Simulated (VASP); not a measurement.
# SnSe (Fm-3m) in VASP: settings compared

The runs below take SnSe through single point, relaxation of cell and atoms, with r2SCAN, BLYP, RPBE+D3(BJ), PBEsol+D3(BJ).

Everything below comes from runs of VASP 6.6.1. Logs are shortened: lines on timing, memory, paths and dates and some standing lists are left out, and cuts for length are marked.

## 1. The cell of the first run

It takes space group Fm-3m (No. 225, cubic). The conventional cell has a = 6.138 Å, b = 6.138 Å, c = 6.138 Å, α = 90.00°, β = 90.00°, γ = 90.00°. Sn (site symmetry m-3m) has 6 Se at 3.07 Å within 4.0 Å. Se (site symmetry m-3m) has 6 Sn at 3.07 Å within 4.0 Å.

## 2. Single point, r2SCAN

Contents of POSCAR:

```
SnSe
1.0
    0.0000000000      3.0690345955      3.0690345955
    3.0690345955      0.0000000000      3.0690345955
    3.0690345955      3.0690345955      0.0000000000
Sn Se
1 1
Direct
    0.0000000000      0.0000000000      0.0000000000
    0.5000000000      0.5000000000      0.5000000000
```

Contents of INCAR.step1:

```
PREC = Accurate
ENCUT = 520
ISMEAR = -1
SIGMA = 0.05
LREAL = False
LASPH = True
NELM = 80
NBANDS = 17
GGA = PE
ALGO = Normal
EDIFF = 1E-4
LWAVE = True
LCHARG = False
```

Contents of INCAR.step2:

```
PREC = Accurate
ENCUT = 520
EDIFF = 1E-6
ISMEAR = -1
SIGMA = 0.05
LREAL = False
LASPH = True
NELM = 80
ALGO = Normal
ISIF = 2
LWAVE = False
LCHARG = True
METAGGA = R2SCAN
LMIXTAU = True
LELF = True
LVHAR = True
NBANDS = 17
ISTART = 1
```

Contents of KPOINTS:

```
regular mesh
0
Gamma
  8 8 8
```

Potentials or basis: VASP PAW PBE potentials, release 64 (Sn_d, Se).

On the command line:

```bash
$ cat potpaw_PBE.64/Sn_d/POTCAR potpaw_PBE.64/Se/POTCAR > POTCAR
$ cp INCAR.step1 INCAR
$ mpirun -np 1 vasp_std > vasp.out
$ cp INCAR.step2 INCAR
$ mpirun -np 1 vasp_std > vasp.out
```

OUTCAR:

```text
PREC = Accurate
   ENCUT = 520
   EDIFF = 1E-6
   ISMEAR = -1
   LREAL = False
   LASPH = True
   NELM = 80
   ISIF = 2
   METAGGA = R2SCAN
   ISTART = 1

 ion  position               nearest neighbor table
   1  0.000  0.000  0.000-   2 3.07   2 3.07   2 3.07   2 3.07   2 3.07   2 3.07
   2  0.500  0.500  0.500-   1 3.07   1 3.07   1 3.07   1 3.07   1 3.07   1 3.07

  LATTYP: Found a face centered cubic cell.
 ALAT       =     6.1380691910

  Lattice vectors:

 A1 = (   0.0000000000,   3.0690345955,   3.0690345955)
 A2 = (   3.0690345955,   0.0000000000,   3.0690345955)
 A3 = (   3.0690345955,   3.0690345955,   0.0000000000)

Analysis of symmetry for initial positions (statically):
=====================================================================
 Subroutine PRICEL returns:
 Original cell was already a primitive cell.

 Routine SETGRP: Setting up the symmetry group for a
 face centered cubic supercell.

 Subroutine GETGRP returns: Found 48 space group operations
[... 9 lines left out ...]

 Routine SETGRP: Setting up the symmetry group for a
 face centered cubic supercell.

 Subroutine GETGRP returns: Found 48 space group operations
[... 11 lines left out ...]
                                     Primitive cell

  volume of cell :      57.8143

  direct lattice vectors                    reciprocal lattice vectors
     0.000000000  3.069034595  3.069034595    -0.162917681  0.162917681  0.162917681
     3.069034595  0.000000000  3.069034595     0.162917681 -0.162917681  0.162917681
     3.069034595  3.069034595  0.000000000     0.162917681  0.162917681 -0.162917681

  length of vectors
     4.340270348  4.340270348  4.340270348     0.282181701  0.282181701  0.282181701

  position of ions in fractional coordinates (direct lattice)
     0.000000000  0.000000000  0.000000000
     0.500000000  0.500000000  0.500000000

  ion indices of the primitive-cell ions
   primitive index   ion index
                 1           1
                 2           2

----------------------------------------------------------------------------------------

 KPOINTS: regular mesh

Automatic generation of k-mesh.
 Grid dimensions read from file:
 generate k-points for:    8    8    8

 Generating k-lattice:

  Cartesian coordinates                     Fractional coordinates (reciprocal lattice)
    -0.020364710  0.020364710  0.020364710     0.125000000  0.000000000  0.000000000
     0.020364710 -0.020364710  0.020364710     0.000000000  0.125000000  0.000000000
     0.020364710  0.020364710 -0.020364710     0.000000000  0.000000000  0.125000000

  Length of vectors
     0.035272713  0.035272713  0.035272713

  Shift w.r.t. Gamma in fractional coordinates (k-lattice)
     0.000000000  0.000000000  0.000000000

 Subroutine IBZKPT returns following result:
 ===========================================

 Found     29 irreducible k-points:

 Following reciprocal coordinates:
            Coordinates               Weight
  0.000000  0.000000  0.000000      1.000000
  0.125000  0.000000  0.000000      8.000000
  0.250000  0.000000  0.000000      8.000000
  0.375000  0.000000  0.000000      8.000000
  0.500000  0.000000  0.000000      4.000000
  0.125000  0.125000  0.000000      6.000000
[... 16 lines left out ...]
  0.500000  0.250000  0.125000     48.000000
 -0.375000  0.250000  0.125000     24.000000
 [... further k-points ...]
   k-points           NKPTS =     29   k-points in BZ     NKDIM =     29   number of bands    NBANDS=     17
   number of dos      NEDOS =    301   number of ions     NIONS =      2
   total plane-waves  NPLWV =  32768
   dimension x,y,z NGX =    32 NGY =   32 NGZ =   32
   dimension x,y,z NGXF=    64 NGYF=   64 NGZF=   64
   ions per type =               1   1
   NGX,Y,Z   is equivalent  to a cutoff of  12.26, 12.26, 12.26 a.u.
   NGXF,Y,Z  is equivalent  to a cutoff of  24.51, 24.51, 24.51 a.u.
 SYSTEM =  unknown system
   PREC   = accura    normal or accurate (medium, high low for compatibility)
   ISTART =      1    job   : 0-new  1-cont  2-samecut
   ICHARG =      0    charge: 1-file 2-atom 10-const
   ISPIN  =      1    spin polarized calculation?
   LNONCOLLINEAR =      F non collinear calculations
   LSORBIT =      F    spin-orbit coupling
   LASPH  =      T    aspherical Exc in radial PAW
   ENCUT  =  520.0 eV  38.22 Ry    6.18 a.u.   8.07  8.07  8.07*2*pi/ulx,y,z
   NELM   =     80;   NELMIN=  2; NELMDL=  0     # of ELM steps
   EDIFF  = 0.1E-05   stopping-criterion for ELM
   LREAL  =      F    real-space projection
   EDIFFG = 0.1E-04   stopping-criterion for IOM
   NSW    =      0    number of steps for IOM
   IBRION =     -1    ionic relax: 0-MD 1-quasi-New 2-CG
   NFREE  =      0    steps in history (QN), initial steepest desc. (CG)
   ISIF   =      2    stress and relaxation
   ISYM   =      2    0-nonsym 1-usesym 2-fastsym
   POTIM  = 0.5000    time-step for ionic-motion
   TEBEG  =    0.0;   TEEND  =   0.0 temperature during run
   PSTRESS=    0.0 pullay stress
   NELECT =      20.0000    total number of electrons
   NUPDOWN=      -1.0000    fix difference up-down
   EMIN   =  10.00;   EMAX   =-10.00  energy-range for DOS
   EFERMI =   0.00;   METHOD = LEGACY
   ISMEAR =    -1;   SIGMA  =   0.05  broadening in eV -4-tet -1-fermi 0-gaus
   EFERMI_NEDOS =   21; number of points for ismear=-14 and -15
   IALGO  =     38    algorithm
   IMIX   =      4    mixing-type and parameters
     AMIX     =   0.40;   BMIX     =  1.00
     AMIX_MAG =   1.60;   BMIX_MAG =  1.00
  volume/ion in A,a.u.               =      28.91       195.08
  Fermi-wavevector in a.u.,A,eV,Ry     =   1.149228  2.171727 17.969570  1.320726
  Thomas-Fermi vector in A             =   2.285899
   LORBIT       =      0    0 simple, 1 ext, 2 COOP (PROOUT), +10 PAW based schemes
   METAGGA = R2SCAN    functional components
   LHFCALC =     F    Hartree Fock is set to
   AEXX    =    0.0000 exact exchange contribution
   IVDW    =     0    specifies the selected vdW correction
   LEPSILON=     F    determine dielectric tensor
   LRPA    =     F    only Hartree local field effects (RPA)
 non-spin polarized calculation
  energy-cutoff  :      520.00
  volume of cell :       57.81
 maximum number of plane-waves:      1588
   NGX = 17   NGY = 17   NGZ = 17

 number of electron      19.9999991 magnetization

 Free energy of the ion-electron system (eV)
  ---------------------------------------------------
  ext. energy  EPLUGINS =         0.00000000
  ---------------------------------------------------
  free energy    TOTEN  =       -39.84793305 eV

  energy without entropy =      -39.84736683  energy(sigma->0) =      -39.84764994

 E-fermi :   5.2031     XC(G=0):  -9.9064

 val. band max:        5.1020212165   @ k =   0.5000   0.0000   0.0000
 cond. band min:       5.3043879047   @ k =   0.5000   0.0000   0.0000
 fundamental gap:      0.2023666882
 Fermi energy:         5.2031242493

 k-point     1 :       0.0000    0.0000    0.0000
  band No.  band energies     occupation
      1     -17.4987      2.00000
      2     -17.4987      2.00000
      3     -17.4987      2.00000
      4     -17.4981      2.00000
      5     -17.4981      2.00000
      6      -9.2525      2.00000
[... 9 lines left out ...]
     16      11.1871      0.00000
     17      13.3319      0.00000

 k-point     2 :       0.1250    0.0000    0.0000
  band No.  band energies     occupation
      1     -17.4993      2.00000
      2     -17.4992      2.00000
      3     -17.4984      2.00000
      4     -17.4972      2.00000
      5     -17.4971      2.00000
      6      -9.1508      2.00000
[... 9 lines left out ...]
     16      11.5435      0.00000
     17      14.3240      0.00000

 k-point     3 :       0.2500    0.0000    0.0000
  band No.  band energies     occupation
      1     -17.5016      2.00000
      2     -17.5016      2.00000
      3     -17.4977      2.00000
      4     -17.4936      2.00000
      5     -17.4935      2.00000
      6      -8.8793      2.00000
[... 9 lines left out ...]
     16      12.4938      0.00000
     17      16.4543      0.00000

 k-point     4 :       0.3750    0.0000    0.0000
  band No.  band energies     occupation
      1     -17.5040      2.00000
      2     -17.5039      2.00000
      3     -17.4969      2.00000
      4     -17.4899      2.00000
      5     -17.4899      2.00000
      6      -8.5577      2.00000
[... 9 lines left out ...]
     16      13.9624      0.00000
     17      16.5027      0.00000

 k-point     5 :       0.5000    0.0000    0.0000
  band No.  band energies     occupation
      1     -17.5050      2.00000
      2     -17.5049      2.00000
      3     -17.4966      2.00000
      4     -17.4884      2.00000
      5     -17.4884      2.00000
      6      -8.4032      2.00000
[... 9 lines left out ...]
     16      15.4943      0.00000
     17      15.4943      0.00000

 k-point     6 :       0.1250    0.1250    0.0000
  band No.  band energies     occupation
      1     -17.5006      2.00000
      2     -17.4994      2.00000
      3     -17.4973      2.00000
      4     -17.4968      2.00000
      5     -17.4968      2.00000
      6      -9.1170      2.00000
[... 9 lines left out ...]
     16      12.1610      0.00000
     17      13.5328      0.00000

 k-point     7 :       0.2500    0.1250    0.0000
  band No.  band energies     occupation
      1     -17.5035      2.00000
      2     -17.4993      2.00000
      3     -17.4985      2.00000
      4     -17.4944      2.00000
      5     -17.4930      2.00000
      6      -8.9019      2.00000
[... 9 lines left out ...]
     16      13.1346      0.00000
     17      14.7626      0.00000

 k-point     8 :       0.3750    0.1250    0.0000
  band No.  band energies     occupation
      1     -17.5061      2.00000
      2     -17.5008      2.00000
      3     -17.4976      2.00000
      4     -17.4919      2.00000
      5     -17.4894      2.00000
      6      -8.5926      2.00000
[... 9 lines left out ...]
     16      14.5395      0.00000
     17      16.4403      0.00000
[... 203 lines left out ...]
      1     -17.5190      2.00000
      2     -17.5022      2.00000
      3     -17.4937      2.00000
      4     -17.4863      2.00000
      5     -17.4857      2.00000
      6      -8.1980      2.00000
[... 9 lines left out ...]
     16      16.3282      0.00000
     17      16.9030      0.00000

 k-point    20 :      -0.3750    0.3750    0.0000
  band No.  band energies     occupation
      1     -17.5158      2.00000
      2     -17.4986      2.00000
      3     -17.4963      2.00000
      4     -17.4884      2.00000
      5     -17.4867      2.00000
      6      -8.1604      2.00000
[... 9 lines left out ...]
     16      15.2976      0.00000
     17      17.3583      0.00000

 k-point    21 :       0.5000    0.5000    0.0000
  band No.  band energies     occupation
      1     -17.5220      2.00000
      2     -17.5037      2.00000
      3     -17.4922      2.00000
      4     -17.4848      2.00000
      5     -17.4848      2.00000
      6      -8.1576      2.00000
[... 9 lines left out ...]
     16      16.6913      0.00000
     17      17.8569      0.00000

 k-point    22 :       0.3750    0.2500    0.1250
  band No.  band energies     occupation
      1     -17.5066      2.00000
      2     -17.4991      2.00000
      3     -17.4987      2.00000
      4     -17.4921      2.00000
      5     -17.4905      2.00000
      6      -8.6662      2.00000
[... 9 lines left out ...]
     16      14.6394      0.00000
     17      14.7862      0.00000

 k-point    23 :       0.5000    0.2500    0.1250
  band No.  band energies     occupation
      1     -17.5087      2.00000
      2     -17.5003      2.00000
      3     -17.4968      2.00000
      4     -17.4907      2.00000
      5     -17.4888      2.00000
      6      -8.3969      2.00000
[... 9 lines left out ...]
     16      14.9072      0.00000
     17      16.2647      0.00000

 k-point    24 :      -0.3750    0.2500    0.1250
  band No.  band energies     occupation
      1     -17.5094      2.00000
      2     -17.5011      2.00000
      3     -17.4946      2.00000
      4     -17.4917      2.00000
      5     -17.4877      2.00000
      6      -8.2724      2.00000
[... 9 lines left out ...]
     16      16.1056      0.00000
     17      16.1314      0.00000

 [... further k-points ...]
[... 5 lines left out ...]
  --------------------------------------------------------------------------------------
  -------------------------------------------------------------------------------------
  Total       -1.0246218     -1.0246218     -1.0246218      0.0000000      0.0000000     -0.0000000
  in kB      -28.3948014    -28.3948014    -28.3948014      0.0000000      0.0000000     -0.0000000
  external PRESSURE =     -28.3948014 kB  Pullay stress =       0.0000000 kB

 VOLUME and BASIS-vectors are now :
 -----------------------------------------------------------------------------
  energy-cutoff  :      520.00
  volume of cell :       57.81
      direct lattice vectors                 reciprocal lattice vectors
     0.000000000  3.069034595  3.069034595    -0.162917681  0.162917681  0.162917681
     3.069034595  0.000000000  3.069034595     0.162917681 -0.162917681  0.162917681
     3.069034595  3.069034595  0.000000000     0.162917681  0.162917681 -0.162917681

 POSITION                                       TOTAL-FORCE (eV/Angst)
 -----------------------------------------------------------------------------------
      0.00000      0.00000      0.00000         0.000000     -0.000000      0.000000
      3.06903      3.06903      3.06903        -0.000000      0.000000     -0.000000
 -----------------------------------------------------------------------------------
    total drift:                                0.000000     -0.000000     -0.000000

  FREE ENERGIE OF THE ION-ELECTRON SYSTEM (eV)
  ---------------------------------------------------
  free  energy   TOTEN  =       -39.8479330488 eV

  energy  without entropy=      -39.8473668312  energy(sigma->0) =      -39.84764994
```

Wall time 73 s (1 thread of Intel Xeon Platinum 8259CL at 2.50GHz (Skylake/Cascade Lake), shared host); peak memory 0.19 GiB.

Results:

* Free energy: -39.8479 eV
* Pressure: -2.8 GPa
* Band gap on the k mesh: 0.20 eV, direct

Levels at points of the mesh, in eV from the valence-band top:
```
           k point  band 6  band 7  band 8  band 9  band 10  band 11  band 12  band 13  band 14  band 15
(0.00, 0.00, 0.00)  -14.35   -5.48   -2.49   -2.49    -2.49     4.10     4.10     4.10     6.09     6.09
(0.50, 0.00, 0.00)  -13.51   -8.30   -2.24   -2.24     0.00     0.20     1.14     1.14     8.36    10.12
(0.50, 0.50, 0.00)  -13.26   -6.38   -5.57   -3.85    -3.85     3.27     5.09     5.09     5.73    10.42
```

Caveat: the PAW data sets were made with another functional, which shifts forces and pressure a little; spin-orbit coupling is left out, which moves the levels of the heavy elements. A k mesh can miss the band edges.

## 3. Relaxation of cell and atoms, BLYP

This run uses another cell than the first one, of 27.27 Å³/atom, 0.943 times its volume.

Contents of INCAR:

```
SYSTEM = SnSe
  PREC = Accurate
  ENCUT = 600
  EDIFF = 1E-6
  ISMEAR = -1
  SIGMA = 0.05
  LREAL = .FALSE.
  LASPH = .TRUE.
  NELM = 60
  ALGO = Normal
  ISIF = 3
  LWAVE = .FALSE.
  LCHARG = .FALSE.
  GGA = B5
  ALDAX = 1.0
  AGGAX = 1.0
  AGGAC = 1.0
  ALDAC = 0.0
  IBRION = 2
  NSW = 80
  EDIFFG = -0.005
```

Contents of KPOINTS:

```
Automatic mesh
0
G
  8 8 8
  0 0 0
```

Contents of POSCAR:

```
SnSe
1.0
    0.0000000000      3.0100000000      3.0100000000
    3.0100000000      0.0000000000      3.0100000000
    3.0100000000      3.0100000000      0.0000000000
Sn Se
1 1
Direct
    0.0000000000      0.0000000000      0.0000000000
    0.5000000000      0.5000000000      0.5000000000
```

Potentials or basis: VASP PAW PBE potentials, release 64 (Sn_d, Se).

On the command line:

```bash
$ cat potpaw_PBE.64/Sn_d/POTCAR potpaw_PBE.64/Se/POTCAR > POTCAR
$ mpirun -np 1 vasp_std > vasp.out
```

Run time: 2.8 min. Hardware: 1 thread of Intel Xeon Platinum 8259CL at 2.50GHz (Skylake/Cascade Lake), shared host; peak memory 0.23 GiB.

It converged, with:

| Property | Result |
| --- | --- |
| Free energy | -7.0710 eV |
| Relaxed volume | 30.12 Å³/atom |
| Relaxed cell | a = 4.400 Å, b = 4.400 Å, c = 4.400 Å, α = 60.00°, β = 60.00°, γ = 60.00° |
| Space group after relaxing (to 0.05 Å) | Fm-3m (No. 225) |
| Energy gained by relaxing | 40.3 meV/atom |
| Ionic steps | 5 |
| Pressure after relaxing | 0.0 GPa |
| Band gap on the k mesh | 0.04 eV, direct |

The path:
```
step  energy change (eV)  largest force (eV/Å)  pressure (GPa)  volume (Å³)
   1              0.0000                0.0000            4.96        54.54
   2             -0.0776                0.0000           -0.84        61.49
   3             -0.0807                0.0000            0.03        60.18
   4             -0.0807                0.0000           -0.03        60.29
   5             -0.0807                0.0000            0.00        60.25
```

Final structure:
```cif
data_structure
_symmetry_space_group_name_H-M 'P 1'
_symmetry_Int_Tables_number 1
_cell_length_a 4.4004
_cell_length_b 4.4004
_cell_length_c 4.4004
_cell_angle_alpha 60.000
_cell_angle_beta 60.000
_cell_angle_gamma 60.000
_cell_volume 60.25
loop_
_atom_site_label
_atom_site_type_symbol
_atom_site_fract_x
_atom_site_fract_y
_atom_site_fract_z
_atom_site_occupancy
Sn1 Sn 0.00000 0.00000 0.00000 1
Se1 Se 0.50000 0.50000 0.50000 1
```

Levels at points of the mesh, in eV from the valence-band top:
| k point | band 6 | band 7 | band 8 | band 9 | band 10 | band 11 | band 12 | band 13 | band 14 |
| --- | --- | --- | --- | --- | --- | --- | --- | --- | --- |
| (0.00, 0.00, 0.00) | -13.39 | -5.63 | -2.07 | -2.07 | -2.07 | 3.69 | 3.69 | 3.69 | 6.05 |
| (0.50, 0.00, 0.00) | -12.67 | -7.80 | -1.81 | -1.81 | 0.00 | 0.04 | 1.12 | 1.12 | 8.17 |
| (0.50, 0.50, 0.00) | -12.48 | -6.30 | -4.87 | -3.30 | -3.30 | 3.52 | 4.55 | 4.55 | 5.15 |

Caveat: the PAW data sets were made with another functional, which shifts forces and pressure a little; spin-orbit coupling is left out, which moves the levels of the heavy elements; the volume moved by +10 % from the deposited cell, more than functionals usually miss.

(Continued in part 2 of 2.)
